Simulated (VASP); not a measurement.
# C in VASP: further runs

C is run at these levels: PBE+D3(BJ); tasks: single point.

All numbers are computed with VASP 6.6.1; they aren't measurements. Logs are shortened: lines on timing, memory, paths and dates and some standing lists are left out, and cuts for length are marked.

## Step 1: The cell of the first run

The cell holds a slab with vacuum, 9 atoms: a = 4.931 Å, b = 4.931 Å, c = 15.500 Å, α = 90.00°, β = 90.00°, γ = 120.00°.

## Step 2: Single point, PBE+D3(BJ), collinear spin

The input, INCAR:

```
SYSTEM = C
  ALGO = Normal
  DIPOL = 0.5 0.5 0.269
  EDIFF = 1E-6
  ENCUT = 520
  GGA = PE
  IDIPOL = 3
  ISIF = 2
  ISMEAR = 0
  ISPIN = 2
  IVDW = 12
  LASPH = .TRUE.
  LCHARG = .FALSE.
  LDIPOL = .TRUE.
  LORBIT = 11
  LREAL = .FALSE.
  LWAVE = .FALSE.
  MAGMOM = 0 0 0 0 0 0 0 0 2
  NBANDS = 32
  NELM = 150
  PREC = Accurate
  SIGMA = 0.1
```

The input, KPOINTS:

```
k-points
0
G
  6 6 1
  0 0 0
```

The input, POSCAR:

```
C
1.0
    4.9314011406     -0.0000000001      0.0000000000
   -2.4657005702      4.2707186640      0.0000000000
    0.0000000000      0.0000000000     15.5000000000
C
9
Direct
    0.1666666667      0.3333333333      0.2580645161
    0.1666666667      0.8333333333      0.2580645161
    0.6666666667      0.3333333333      0.2580645161
    0.6666666666      0.8333333333      0.2580645161
    0.3333333333      0.1666666667      0.2580645161
    0.3333333334      0.6666666667      0.2580645161
    0.8333333333      0.1666666667      0.2580645161
    0.8333333333      0.6666666667      0.2580645161
    0.4166666667      0.5000000000      0.3566968652
```

Potentials or basis: VASP PAW PBE potentials, release 64 (C).

Run with:

```console
> cat potpaw_PBE.64/C/POTCAR > POTCAR
> mpirun -np 1 vasp_std > vasp.out
```

OUTCAR:

```text
SYSTEM = C
   EDIFF = 1E-6
   ENCUT = 520
   GGA = PE
   ISIF = 2
   ISMEAR = 0
   ISPIN = 2
   IVDW = 12
   LASPH = .TRUE.
   LORBIT = 11
   LREAL = .FALSE.
   NELM = 150
   PREC = Accurate
 IVDW          = 12

 ion  position               nearest neighbor table
   1  0.167  0.333  0.258-   5 1.42   6 1.42   7 1.42   9 1.88
   2  0.167  0.833  0.258-   6 1.42   5 1.42   8 1.42
   3  0.667  0.333  0.258-   7 1.42   8 1.42   5 1.42
   4  0.667  0.833  0.258-   6 1.42   8 1.42   7 1.42
   5  0.333  0.167  0.258-   1 1.42   2 1.42   3 1.42
   6  0.333  0.667  0.258-   4 1.42   2 1.42   1 1.42   9 1.88
   7  0.833  0.167  0.258-   3 1.42   4 1.42   1 1.42
   8  0.833  0.667  0.258-   4 1.42   3 1.42   2 1.42
   9  0.417  0.500  0.357-   6 1.88   1 1.88

  LATTYP: Found a hexagonal cell.
 ALAT       =     4.9314011406
 C/A-ratio  =     3.1431229296

  Lattice vectors:

 A1 = (   4.9314011406,  -0.0000000001,   0.0000000000)
 A2 = (  -2.4657005702,   4.2707186640,   0.0000000000)
 A3 = (   0.0000000000,   0.0000000000,  15.5000000000)

Analysis of symmetry for initial positions (statically):
=====================================================================
 Subroutine PRICEL returns:
 Original cell was already a primitive cell.

 Routine SETGRP: Setting up the symmetry group for a
 hexagonal supercell.

 Subroutine GETGRP returns: Found  2 space group operations
 (whereof  1 operations were pure point group operations)
 out of a pool of 24 trial point group operations.

The static configuration has the point symmetry C_1 .
 The point group associated with its full space group is C_1h.

Analysis of symmetry for dynamics (positions and initial velocities):
=====================================================================
 Subroutine PRICEL returns:
 Original cell was already a primitive cell.

 Routine SETGRP: Setting up the symmetry group for a
 hexagonal supercell.

 Subroutine GETGRP returns: Found  2 space group operations
 (whereof  1 operations were pure point group operations)
 out of a pool of 24 trial point group operations.

The dynamic configuration has the point symmetry C_1 .
 The point group associated with its full space group is C_1h.

Analysis of structural, dynamic, and magnetic symmetry:
=====================================================================
 Subroutine PRICEL returns:
 Original cell was already a primitive cell.

 Routine SETGRP: Setting up the symmetry group for a
 hexagonal supercell.

 Subroutine GETGRP returns: Found  2 space group operations
 (whereof  1 operations were pure point group operations)
 out of a pool of 24 trial point group operations.

The overall configuration has the point symmetry C_1 .
 The point group associated with its full space group is C_1h.

 Subroutine INISYM returns: Found  2 space group operations
 (whereof  1 operations are pure point group operations),
 and found     1 'primitive' translations

----------------------------------------------------------------------------------------

                                     Primitive cell

  volume of cell :     326.4397

  direct lattice vectors                    reciprocal lattice vectors
     4.931401141 -0.000000000  0.000000000     0.202782124  0.117076314  0.000000000
    -2.465700570  4.270718664  0.000000000     0.000000000  0.234152628  0.000000000
     0.000000000  0.000000000 15.500000000     0.000000000  0.000000000  0.064516129

  length of vectors
     4.931401141  4.931401141 15.500000000     0.234152628  0.234152628  0.064516129

  position of ions in fractional coordinates (direct lattice)
     0.166666667  0.333333333  0.258064516
     0.166666667  0.833333333  0.258064516
     0.666666667  0.333333333  0.258064516
     0.666666667  0.833333333  0.258064516
     0.333333333  0.166666667  0.258064516
     0.333333333  0.666666667  0.258064516
[... 65 lines left out ...]
 SYSTEM =  C
   PREC   = accura    normal or accurate (medium, high low for compatibility)
   ISTART =      0    job   : 0-new  1-cont  2-samecut
   ICHARG =      2    charge: 1-file 2-atom 10-const
   ISPIN  =      2    spin polarized calculation?
   LNONCOLLINEAR =      F non collinear calculations
   LSORBIT =      F    spin-orbit coupling
   LASPH  =      T    aspherical Exc in radial PAW
   ENCUT  =  520.0 eV  38.22 Ry    6.18 a.u.   9.17  9.17 28.82*2*pi/ulx,y,z
   NELM   =    150;   NELMIN=  2; NELMDL= -5     # of ELM steps
   EDIFF  = 0.1E-05   stopping-criterion for ELM
   LREAL  =      F    real-space projection
   EDIFFG = 0.1E-04   stopping-criterion for IOM
   NSW    =      0    number of steps for IOM
   IBRION =     -1    ionic relax: 0-MD 1-quasi-New 2-CG
   NFREE  =      0    steps in history (QN), initial steepest desc. (CG)
   ISIF   =      2    stress and relaxation
   ISYM   =      2    0-nonsym 1-usesym 2-fastsym
   POTIM  = 0.5000    time-step for ionic-motion
   TEBEG  =    0.0;   TEEND  =   0.0 temperature during run
   PSTRESS=    0.0 pullay stress
   NELECT =      36.0000    total number of electrons
   NUPDOWN=      -1.0000    fix difference up-down
   EMIN   =  10.00;   EMAX   =-10.00  energy-range for DOS
   EFERMI =   0.00;   METHOD = LEGACY
   ISMEAR =     0;   SIGMA  =   0.10  broadening in eV -4-tet -1-fermi 0-gaus
   EFERMI_NEDOS =   21; number of points for ismear=-14 and -15
   IALGO  =     38    algorithm
   IMIX   =      4    mixing-type and parameters
     AMIX     =   0.40;   BMIX     =  1.00
     AMIX_MAG =   1.60;   BMIX_MAG =  1.00
  volume/ion in A,a.u.               =      36.27       244.77
  Fermi-wavevector in a.u.,A,eV,Ry     =   0.785069  1.483566  8.385731  0.616334
  Thomas-Fermi vector in A             =   1.889330
   LORBIT       =     11    0 simple, 1 ext, 2 COOP (PROOUT), +10 PAW based schemes
   GGA     = PE    functional components
   LHFCALC =     F    Hartree Fock is set to
   AEXX    =    0.0000 exact exchange contribution
   IVDW    =    12    specifies the selected vdW correction
   LEPSILON=     F    determine dielectric tensor
   LRPA    =     F    only Hartree local field effects (RPA)
 spin polarized calculation
 Gauss-broadening in eV      SIGMA  =   0.10
  energy-cutoff  :      520.00
  volume of cell :      326.44
 maximum number of plane-waves:      8828
 NGX is ok and might be reduce to    40
   NGX = 19   NGY = 19   NGZ = 57

 dipolmoment           0.000000      0.000000     -0.073081 electrons x Angstroem

 number of electron      35.9999996 magnetization       0.0000175

 number of electron      35.9999996 magnetization      -0.0000041

 dipolmoment           0.000000      0.000000      0.163133 electrons x Angstroem

 Free energy of the ion-electron system (eV)
  ---------------------------------------------------
  ext. energy  EPLUGINS =         0.00000000
  ---------------------------------------------------
  free energy    TOTEN  =       -75.77522987 eV

  energy without entropy =      -75.77519318  energy(sigma->0) =      -75.77521152

 E-fermi :  -2.0480     XC(G=0):  -3.2091

 val. band max:       -2.2749169224   @ k =   0.5000   0.0000   0.0000
 cond. band min:      -1.8264615859   @ k =   0.0000   0.0000   0.0000
 fundamental gap:      0.4484553365
 Fermi energy:        -2.0479612989

 spin component 1

 k-point     1 :       0.0000    0.0000    0.0000
  band No.  band energies     occupation
      1     -22.7519      1.00000
      2     -17.8590      1.00000
      3     -17.4567      1.00000
      4     -16.8402      1.00000
      5     -16.7503      1.00000
      6     -16.0874      1.00000
[... 418 lines left out ...]
     29       5.1003      0.00000
     30       5.2863      0.00000
 Fermi energy:        -2.0479612989

 spin component 2

 k-point     1 :       0.0000    0.0000    0.0000
  band No.  band energies     occupation
      1     -22.7519      1.00000
      2     -17.8590      1.00000
      3     -17.4567      1.00000
      4     -16.8402      1.00000
      5     -16.7503      1.00000
      6     -16.0874      1.00000
[... 418 lines left out ...]
     29       5.0922      0.00000
     30       5.2744      0.00000
 [bands above 30 left out]

------------------------ aborting loop because EDIFF is reached ----------------------------------------

 vacuum level on the upper side and lower side of the slab       (xc-potential included)         0.552        -0.797

 Edisp (eV)   -0.79567

 E8    (eV) :    -0.2479

  FORCE on cell =-STRESS in cart. coord.  units (eV):
  Direction    XX          YY          ZZ          XY          YZ          ZX
  --------------------------------------------------------------------------------------
  -------------------------------------------------------------------------------------
  Total       3.55045     2.71763    -0.02184    -0.00000     0.00000    -1.50391
  in kB      17.42573    13.33821    -0.10717    -0.00000     0.00000    -7.38124
  external pressure =       10.22 kB  Pullay stress =        0.00 kB

 VOLUME and BASIS-vectors are now :
 -----------------------------------------------------------------------------
  energy-cutoff  :      520.00
  volume of cell :      326.44
      direct lattice vectors                 reciprocal lattice vectors
     4.931401141 -0.000000000  0.000000000     0.202782124  0.117076314  0.000000000
    -2.465700570  4.270718664  0.000000000     0.000000000  0.234152628  0.000000000
     0.000000000  0.000000000 15.500000000     0.000000000  0.000000000  0.064516129

 POSITION                                       TOTAL-FORCE (eV/Angst)
 -----------------------------------------------------------------------------------
      0.00000      1.42357      4.00000         0.582595      0.046355      0.494086
     -1.23285      3.55893      4.00000        -1.418194     -0.050424      0.041723
      2.46570      1.42357      4.00000         1.108105     -0.665326     -0.393540
      1.23285      3.55893      4.00000         0.219555      0.232929     -0.151376
      1.23285      0.71179      4.00000         0.219555     -0.232929     -0.151376
      0.00000      2.84715      4.00000         0.582595     -0.046355      0.494086
      3.69855      0.71179      4.00000        -1.418194      0.050424      0.041723
      2.46570      2.84715      4.00000         1.108105      0.665326     -0.393540
      0.82190      2.13536      5.52880        -0.984121      0.000000      0.018214
 -----------------------------------------------------------------------------------
    total drift:                               -0.000003      0.000000     -0.000207

  FREE ENERGIE OF THE ION-ELECTRON SYSTEM (eV)
  ---------------------------------------------------
  free  energy   TOTEN  =       -76.5708948821 eV

  energy  without entropy=      -76.5708581930  energy(sigma->0) =      -76.57087654

 vacuum level on the upper side and lower side of the slab         3.020         1.606

 total charge

# of ion       s       p       d       tot
------------------------------------------
    1        0.864   1.786   0.000   2.650
    2        0.851   1.822   0.000   2.673
    3        0.867   1.766   0.000   2.633
    4        0.867   1.766   0.000   2.633
    5        0.867   1.766   0.000   2.633
    6        0.864   1.786   0.000   2.650
    7        0.851   1.822   0.000   2.673
    8        0.867   1.766   0.000   2.633
    9        1.058   1.035   0.000   2.093
--------------------------------------------------
tot          7.957  15.315   0.000  23.271

 magnetization (x)

# of ion       s       p       d       tot
------------------------------------------
    1        0.000   0.000   0.000   0.000
    2       -0.000  -0.000   0.000  -0.000
    3        0.000  -0.000   0.000  -0.000
    4        0.000   0.000   0.000   0.000
    5        0.000   0.000   0.000   0.000
    6        0.000   0.000   0.000   0.000
    7       -0.000  -0.000   0.000  -0.000
    8        0.000  -0.000   0.000  -0.000
    9        0.000   0.000   0.000   0.000
--------------------------------------------------
tot          0.000   0.000   0.000   0.000
```

Wall time 7.3 min (1 thread of AMD EPYC 7R13 (Zen 3), shared host); peak memory 0.63 GiB.

What came out:

```yaml
Free_energy: -76.5709 eV
Largest_force: 1.420 eV/Å
Band_gap_on_the_k_mesh: 0.45 eV, indirect (least direct gap 0.94 eV)
Net_moment: 0.00 μB per cell
Valence_electrons_inside_the_program's_atomic_spheres: C 2.65, 2.67, 2.63, 2.09
Dispersion_energy_per_atom: -0.088 eV
```

Forces on the atoms (eV/Å):
```
C    0.583  0.046  0.494
C   -1.418 -0.050  0.042
C    1.108 -0.665 -0.394
C    0.220  0.233 -0.151
C    0.220 -0.233 -0.151
C    0.583 -0.046  0.494
C   -1.418  0.050  0.042
C    1.108  0.665 -0.394
C   -0.984  0.000  0.018
```

## Step 3: Single point, PBE+D3(BJ), collinear spin

The input, INCAR:

```
PREC = Accurate
ENCUT = 520
EDIFF = 1E-6
ISMEAR = 0
SIGMA = 0.1
LREAL = False
LASPH = True
NELM = 150
ALGO = Normal
ISIF = 2
LWAVE = False
LCHARG = False
ISPIN = 2
MAGMOM = 0 0 0 0 0 0 0 0 2
LORBIT = 11
LDIPOL = True
IDIPOL = 3
DIPOL = 0.5 0.5 0.269
GGA = PE
IVDW = 12
NBANDS = 32
```

The input, KPOINTS:

```
regular mesh
0
Gamma
  6 6 1
```

The input, POSCAR:

```
C
1.0
    4.9314011406     -0.0000000001      0.0000000000
   -2.4657005702      4.2707186640      0.0000000000
    0.0000000000      0.0000000000     15.5000000000
C
9
Direct
    0.1666666667      0.3333333333      0.2580645161
    0.1666666667      0.8333333334      0.2580645161
    0.6666666667      0.3333333333      0.2580645161
    0.6666666667      0.8333333333      0.2580645161
    0.3333333333      0.1666666667      0.2580645161
    0.3333333333      0.6666666666      0.2580645161
    0.8333333333      0.1666666667      0.2580645161
    0.8333333333      0.6666666666      0.2580645161
    0.1666666667      0.5833333333      0.3531672140
```

Potentials or basis: VASP PAW PBE potentials, release 64 (C).

Run with:

```console
> cat potpaw_PBE.64/C/POTCAR > POTCAR
> mpirun -np 1 vasp_std > vasp.out
```

OUTCAR:

```text
PREC = Accurate
   ENCUT = 520
   EDIFF = 1E-6
   ISMEAR = 0
   LREAL = False
   LASPH = True
   NELM = 150
   ISIF = 2
   ISPIN = 2
   LORBIT = 11
   GGA = PE
   IVDW = 12
 IVDW          = 12

 ion  position               nearest neighbor table
   1  0.167  0.333  0.258-   5 1.42   6 1.42   7 1.42   9 1.92
   2  0.167  0.833  0.258-   5 1.42   6 1.42   8 1.42   9 1.92
   3  0.667  0.333  0.258-   7 1.42   8 1.42   5 1.42
   4  0.667  0.833  0.258-   8 1.42   7 1.42   6 1.42
   5  0.333  0.167  0.258-   1 1.42   2 1.42   3 1.42
   6  0.333  0.667  0.258-   1 1.42   2 1.42   4 1.42   9 1.64
   7  0.833  0.167  0.258-   3 1.42   4 1.42   1 1.42
   8  0.833  0.667  0.258-   3 1.42   4 1.42   2 1.42
   9  0.167  0.583  0.353-   6 1.64   1 1.92   2 1.92

  LATTYP: Found a hexagonal cell.
 ALAT       =     4.9314011406
 C/A-ratio  =     3.1431229296

  Lattice vectors:

 A1 = (   4.9314011406,  -0.0000000001,   0.0000000000)
 A2 = (  -2.4657005702,   4.2707186640,   0.0000000000)
 A3 = (   0.0000000000,   0.0000000000,  15.5000000000)
[... 1087 lines left out ...]
  energy-cutoff  :      520.00
  volume of cell :      326.44
      direct lattice vectors                 reciprocal lattice vectors
     4.931401141 -0.000000000  0.000000000     0.202782124  0.117076314  0.000000000
    -2.465700570  4.270718664  0.000000000     0.000000000  0.234152628  0.000000000
     0.000000000  0.000000000 15.500000000     0.000000000  0.000000000  0.064516129

 POSITION                                       TOTAL-FORCE (eV/Angst)
 -----------------------------------------------------------------------------------
      0.00000      1.42357      4.00000        -0.764441     -0.612595      0.198600
     -1.23285      3.55893      4.00000        -0.912743     -0.355728      0.198600
      2.46570      1.42357      4.00000        -1.449940     -0.837123     -0.401919
      1.23285      3.55893      4.00000         1.766987      1.020170     -0.334887
      1.23285      0.71179      4.00000         1.619357      0.934936      0.272853
      0.00000      2.84715      4.00000         0.018960      0.010946      0.707712
      3.69855      0.71179      4.00000        -0.073255     -0.949630     -0.339363
      2.46570      2.84715      4.00000        -0.859031      0.411374     -0.339363
     -0.61643      2.49125      5.47409         0.654106      0.377648      0.037768
 -----------------------------------------------------------------------------------
    total drift:                               -0.000003     -0.000001     -0.000244

  FREE ENERGIE OF THE ION-ELECTRON SYSTEM (eV)
  ---------------------------------------------------
  free  energy   TOTEN  =       -76.8514968820 eV

  energy  without entropy=      -76.8445542795  energy(sigma->0) =      -76.84802558

 vacuum level on the upper side and lower side of the slab         3.060         1.441

 total charge

# of ion       s       p       d       tot
------------------------------------------
    1        0.863   1.784   0.000   2.647
    2        0.863   1.784   0.000   2.647
    3        0.863   1.780   0.000   2.643
    4        0.856   1.805   0.000   2.661
    5        0.855   1.803   0.000   2.659
    6        0.862   1.841   0.000   2.702
    7        0.866   1.769   0.000   2.634
    8        0.866   1.769   0.000   2.634
    9        1.040   1.102   0.000   2.142
--------------------------------------------------
tot          7.933  15.438   0.000  23.371

 magnetization (x)

# of ion       s       p       d       tot
------------------------------------------
    1        0.000   0.000   0.000   0.000
    2        0.000   0.000   0.000   0.000
    3       -0.000   0.000   0.000  -0.000
    4       -0.000  -0.000   0.000  -0.000
    5        0.000   0.000   0.000   0.000
    6        0.000   0.000   0.000   0.000
    7        0.000   0.000   0.000   0.000
    8        0.000   0.000   0.000   0.000
    9        0.000  -0.000   0.000  -0.000
--------------------------------------------------
tot          0.000  -0.000   0.000  -0.000
```

OSZICAR:

```text
N       E                     dE             d eps       ncg     rms          rms(c)
DAV:   1     0.288179883413E+03    0.28818E+03   -0.13734E+04  1672   0.862E+02
DAV:   2    -0.375149901924E+02   -0.32569E+03   -0.30438E+03  2504   0.216E+02
DAV:   3    -0.791398111071E+02   -0.41625E+02   -0.41320E+02  2168   0.813E+01
DAV:   4    -0.802374077625E+02   -0.10976E+01   -0.10931E+01  2192   0.165E+01
[... 19 lines left out ...]
DAV:  24    -0.760523239291E+02   -0.54695E-05   -0.65344E-07  1592   0.297E-03    0.435E-04
DAV:  25    -0.760523265054E+02   -0.25763E-05   -0.14757E-07  1648   0.211E-03    0.313E-04
DAV:  26    -0.760523294676E+02   -0.29622E-05   -0.14700E-07  1464   0.209E-03    0.219E-04
DAV:  27    -0.760523310974E+02   -0.16298E-05   -0.11026E-07  1560   0.199E-03    0.149E-04
DAV:  28    -0.760523319608E+02   -0.86341E-06   -0.42389E-08  1552   0.112E-03
   1 F= -.76851497E+02 E0= -.76848026E+02  d E =-.694260E-02  mag=    -0.0000
```

stdout:

```text
POSCAR found type information on POSCAR C
 POSCAR found :  1 types and       9 ions
 scaLAPACK will be used
 LDA part: xc-table for (Slater+PW92), standard interpolation
 POSCAR, INCAR and KPOINTS ok, starting setup
 FFT: planning ... GRIDC
 FFT: planning ... GRID_SOFT
 FFT: planning ... GRID
 WAVECAR not read
 entering main loop
```

It took 7.2 min on 1 thread of Intel Xeon 6975P-C (Granite Rapids), shared host; peak memory 0.66 GiB.

Results:

- Free energy: -76.8515 eV
- Largest force: 2.068 eV/Å
- Band gap on the k mesh: zero (filled and empty bands overlap)
- Net moment: 0.00 μB per cell
- Valence electrons inside the program's atomic spheres: C 2.65, 2.64, 2.66, 2.70, 2.63, 2.14
- Dispersion energy per atom: -0.089 eV

Forces in eV/Å, atoms in the order of the input:
```
C   -0.764 -0.613  0.199
C   -0.913 -0.356  0.199
C   -1.450 -0.837 -0.402
C    1.767  1.020 -0.335
C    1.619  0.935  0.273
C    0.019  0.011  0.708
C   -0.073 -0.950 -0.339
C   -0.859  0.411 -0.339
C    0.654  0.378  0.038
```
